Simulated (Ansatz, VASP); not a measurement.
## One calculation of Mg4O, two programs

File INCAR:

```
ALGO = Normal
EDIFF = 1E-6
ENCUT = 520
GGA = PE
ISIF = 2
ISMEAR = 0
ISPIN = 2
LASPH = True
LCHARG = True
LELF = True
LORBIT = 11
LREAL = False
LVHAR = True
LWAVE = False
MAGMOM = 0 0 0 0 1
NBANDS = 19
NELM = 150
PREC = Accurate
SIGMA = 0.1
```

The input KPOINTS:

```
k-points
0
Gamma
  4 4 4
```

Contents of POSCAR:

```
Mg4O
1.0
    4.2254869500      0.0000000000      0.0000000000
    0.0000000000      4.2254869500      0.0000000000
    0.0000000000      0.0000000000      4.2254869500
Mg O
4 1
Direct
    0.5000000000      0.0000000000      0.0000000000
    0.0000000000      0.5000000000      0.0000000000
    0.0000000000      0.0000000000      0.5000000000
    0.5000000000      0.5000000000      0.5000000000
    0.0000000000      0.0000000000      0.0000000000
```

Input for Ansatz:

```yaml
crystal:
  lattice:
    - [4.22548695, 0.0, 0.0]
    - [0.0, 4.22548695, 0.0]
    - [0.0, 0.0, 4.22548695]
  atoms:
    - { symbol: Mg, position: [0.5, 0.0, 0.0] }
    - { symbol: Mg, position: [0.0, 0.5, 0.0] }
    - { symbol: Mg, position: [0.0, 0.0, 0.5] }
    - { symbol: Mg, position: [0.5, 0.5, 0.5] }
    - { symbol: O, position: [0.0, 0.0, 0.0], spin: 1.0 }
basis:
  ecutwfc: 420
kpoints:
  mp_grid: { grid: [4, 4, 4] }
hamiltonian:
  xc: pbe
scf:
  occupations: { method: gaussian, width: 0.1 }
  lower_state_search: "off"
output:
  forces: true
  stress: true
  eigenvalues: true
  populations: true
magnetization:
  spin_polarized: true
```

Change from the starting cell: species swapped into the Co4N type (Pm-3m, No. 221).

Alike in both runs: task single point; functional PBE; k mesh 4 × 4 × 4; occupations gaussian, width 0.1 eV; collinear spin.

```csv
,VASP,Ansatz
version,VASP 6.6.1,Ansatz 0.2.0
potentials or method,"VASP PAW PBE potentials, release 64 (Mg, O), cutoff 520 eV","scalar-relativistic, plane waves, PAW"
valence electrons in the cell,14,46
```

|  | VASP | Ansatz | Ansatz less VASP |
| --- | --- | --- | --- |
| gap on the k mesh at the Fermi level (eV) | none | none | - |
| pressure (GPa) | 10.3 | 10.6 | +0.27 |
| net moment per atom (μB) | 0.00 | 0.00 | 0.000 |

A gap of «none» marks a metal or a gap that the smearing closes. VASP's potentials hold 14 valence electrons a cell and Ansatz's 46, so a difference there can come from the potentials and not from the codes. Ansatz's warnings: seeded moment not kept.

The k mesh is coarse, so the values compare programs but aren't converged.
